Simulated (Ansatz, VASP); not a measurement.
Two plane-wave programs on InP

The input INCAR:

```
ALGO     = Normal         # electronic algorithm
EDIFF    = 1E-6           # SCF threshold, eV
ENCUT    = 520            # plane-wave cutoff, eV
GGA      = PE             # functional
ISIF     = 2              # what is computed and relaxed
ISMEAR   = -1             # smearing method
LASPH    = True           # aspherical terms in the spheres
LCHARG   = True           # write CHGCAR
LELF     = True           # ELF
LREAL    = False          # projectors in reciprocal space
LVHAR    = True         
LWAVE    = False          # write WAVECAR
NBANDS   = 16             # bands
NELM     = 60             # most SCF steps
PREC     = Accurate       # precision mode
SIGMA    = 0.05           # smearing width, eV
```

File KPOINTS:

```
k-points
0
Gamma
  5 5 5
```

POSCAR

```
InP
1.0
    0.0000000000      2.9305000000      2.9305000000
    2.9305000000      0.0000000000      2.9305000000
    2.9305000000      2.9305000000      0.0000000000
In P
1 1
Direct
    0.0000000000      0.0000000000      0.0000000000
    0.7500000000      0.7500000000      0.7500000000
```

The input input.yaml:

```yaml
crystal:
  lattice:
    - [0.0, 2.9305, 2.9305]
    - [2.9305, 0.0, 2.9305]
    - [2.9305, 2.9305, 0.0]
  atoms:
    - { symbol: In, position: [0.0, 0.0, 0.0] }
    - { symbol: P, position: [0.75, 0.75, 0.75] }
hamiltonian:
  xc: pbe
  pseudopotentials: { kind: paw }
kpoints:
  mp_grid: { grid: [5, 5, 5] }
  band_path:
    path:
      - [[0.0, 0.0, 0.0], [0.5, 0.0, 0.5], [0.5, 0.25, 0.75], [0.375, 0.375, 0.75], [0.0, 0.0, 0.0], [0.5, 0.5, 0.5], [0.625, 0.25, 0.625], [0.5, 0.25, 0.75], [0.5, 0.5, 0.5], [0.375, 0.375, 0.75]]
      - [[0.625, 0.25, 0.625], [0.5, 0.0, 0.5]]
    npoints: 14
scf:
  occupations: { method: fermi_dirac, width: 0.05 }
  n_extra_bands: 6
output:
  forces: true
  stress: true
  eigenvalues: true
  fatbands: false
```

Alike in both runs: functional PBE; k mesh 5 × 5 × 5; occupations fermi-dirac, width 0.05 eV; no spin polarisation.

|  | VASP | Ansatz |
| --- | --- | --- |
| version | VASP 6.6.1 | Ansatz 0.2.0 |
| potentials or method | VASP PAW PBE potentials, release 64 (In_d, P) | Ansatz PAW |
| plane-wave cutoff (eV) | 520 | 420 |
| valence electrons in the cell | 18 | 18 |
| task | single point | band structure |

|  | VASP | Ansatz | Ansatz less VASP |
| --- | --- | --- | --- |
| gap on the k mesh at the Fermi level (eV) | 0.71 | 0.71 | +0.003 |
| least direct gap on the mesh (eV) | 0.71 | 0.71 | +0.003 |
| pressure (GPa) | 3.3 | 3.4 | +0.06 |

The functional is the same, so the differences come from potentials, cutoffs and numerics.
